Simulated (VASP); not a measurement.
A run of VASP 6.6.1 is set up as follows.

INCAR

```
SYSTEM = AlN
PREC = Accurate
ENCUT = 520
EDIFF = 1E-7
ISMEAR = -1
SIGMA = 0.05
LREAL = .False.
LASPH = .True.
NELM = 80
ALGO = Normal
ISIF = 2
LWAVE = .False.
LCHARG = .True.
GGA = RP
IVDW = 12
LELF = .True.
LVHAR = .True.
NBANDS = 16
```

File KPOINTS:

```
Automatic mesh
0
Gamma
  10 10 6
  0 0 0
```

POSCAR

```
AlN
1.0
    3.0921067530      0.0000000000      0.0000000000
   -1.5460533765      2.6778429994      0.0000000000
    0.0000000000      0.0000000000      4.9475694625
Al N
2 2
Direct
    0.6666666667      0.3333333333      0.5000000000
    0.3333333333      0.6666666667      0.0000000000
    0.6666666667      0.3333333333      0.8800000000
    0.3333333333      0.6666666667      0.3800000000
```

Potentials or basis: VASP PAW PBE potentials, release 64 (Al, N).

Command:

```console
$ cat potpaw_PBE.64/Al/POTCAR potpaw_PBE.64/N/POTCAR > POTCAR
$ mpirun -np 1 vasp_std > vasp.out
```

Question: Estimate the largest force.

Answer: 0.167 eV/Å.

Question: Predict the band gap on the k mesh.

Answer: 4.45 eV, direct.

Forces on the atoms (eV/Å):
```
Al   0.000  0.000 -0.167
Al   0.000  0.000 -0.167
N    0.000  0.000  0.167
N    0.000  0.000  0.167
```

Caveat: the PAW data sets were made with another functional, which shifts forces and pressure a little. A k mesh can miss the band edges.
